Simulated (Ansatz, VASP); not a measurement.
SnSe2 in VASP and in Ansatz

Contents of INCAR:

```
SYSTEM = SnSe2
PREC = Accurate ; ENCUT = 500
EDIFF = 1E-6 ; ISMEAR = 0
SIGMA = 0.03 ; LREAL = .FALSE.
LASPH = .TRUE. ; NELM = 120
ALGO = Normal ; ISIF = 2
LWAVE = .FALSE. ; LCHARG = .FALSE.
GGA = PE ; IVDW = 12
NBANDS = 20 ; GGA_COMPAT = .FALSE.
```

The input KPOINTS:

```
regular mesh
0
G
  12 12 6
  0 0 0
```

Contents of POSCAR:

```
SnSe2
1.0
    3.7440000000      0.0000000000      0.0000000000
   -1.8720000000      3.2423991118      0.0000000000
    0.0000000000      0.0000000000      5.3608000000
Sn Se
1 2
Direct
    0.0000000000      0.0000000000      0.0000000000
    0.3333333333      0.6666666667      0.2651331237
    0.6666666667      0.3333333333      0.7348668763
```

Input for Ansatz:

```yaml
crystal:
  lattice:
    - [3.744, 0.0, 0.0]
    - [-1.872, 3.2423991118, 0.0]
    - [0.0, 0.0, 5.3608]
  atoms:
    - { symbol: Sn, position: [0.0, 0.0, 0.0] }
    - { symbol: Se, position: [0.3333333333, 0.6666666667, 0.2651331237] }
    - { symbol: Se, position: [0.6666666667, 0.3333333333, 0.7348668763] }
basis:
  ecutwfc: 420
kpoints:
  mp_grid: { grid: [12, 12, 6] }
hamiltonian:
  xc: pbe
  dispersion: d3bj
scf:
  occupations: { method: gaussian, width: 0.03 }
output:
  forces: true
  stress: true
  eigenvalues: true
```

Alike in both runs: task single point; functional PBE; dispersion D3(BJ); k mesh 12 × 12 × 6; occupations gaussian, width 0.03 eV; no spin polarisation.

```csv
,VASP,Ansatz
version,VASP 6.6.1,Ansatz 0.2.0
potentials or method,"VASP PAW PBE potentials, release 64 (Sn_d, Se), cutoff 500 eV","scalar-relativistic, plane waves, PAW"
valence electrons in the cell,26,46
```

```tsv
	VASP	Ansatz	Ansatz less VASP
gap on the k mesh at the Fermi level (eV)	0.05	0.06	+0.012
least direct gap on the mesh (eV)	0.48	0.49	+0.015
pressure (GPa)	16.4	16.2	-0.17
traceless stress, the component that is largest in VASP (GPa)	2.97	2.99	+0.017
rms of the force components (eV/Å)	0.960	0.948	-0.0112
```

Atom by atom the forces differ by 0.011 eV/Å (rms over components). VASP's potentials hold 26 valence electrons a cell and Ansatz's 46, so a difference there can come from the potentials and not from the codes.
